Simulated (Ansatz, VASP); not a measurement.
## Two plane-wave programs on CuO

```xyz
4
Lattice="2.3755 -1.7359 0.0000 2.3755 1.7359 0.0000 -0.8719 0.0000 5.1260" Properties=species:S:1:pos:R:3 pbc="T T T"
Cu    1.1878    0.8569    0.0000
Cu    0.7518   -0.8569    2.5630
O     2.0997   -0.2878    1.3005
O     1.6637    0.2878    3.8635
```

Alike in both runs: task single point; functional LDA; k mesh 10 × 10 × 5; occupations fermi-dirac, width 0.05 eV; no spin polarisation.

|  | VASP | Ansatz |
| --- | --- | --- |
| version | VASP 6.6.1 | Ansatz 0.2.0 |
| potentials or method | VASP PAW LDA potentials, release 64 (Cu, O) | Ansatz PAW |
| plane-wave cutoff (eV) | 520 | 420 |
| valence electrons in the cell | 34 | 50 |

|  | VASP | Ansatz | Ansatz less VASP |
| --- | --- | --- | --- |
| gap on the k mesh at the Fermi level (eV) | none | none | - |
| pressure (GPa) | -14.6 | -15.3 | -0.68 |
| traceless stress, the component that is largest in VASP (GPa) | 4.62 | 4.97 | +0.359 |
| rms of the force components (eV/Å) | 0.399 | 0.397 | -0.0020 |

LDA's correlation is that of Perdew and Zunger in VASP and of Perdew and Wang (1992) in Ansatz. Atom by atom the forces differ by 0.023 eV/Å (rms over components). A gap of «none» marks a metal or a gap that the smearing closes. VASP's potentials hold 34 valence electrons a cell and Ansatz's 50, so a difference there can come from the potentials and not from the codes.
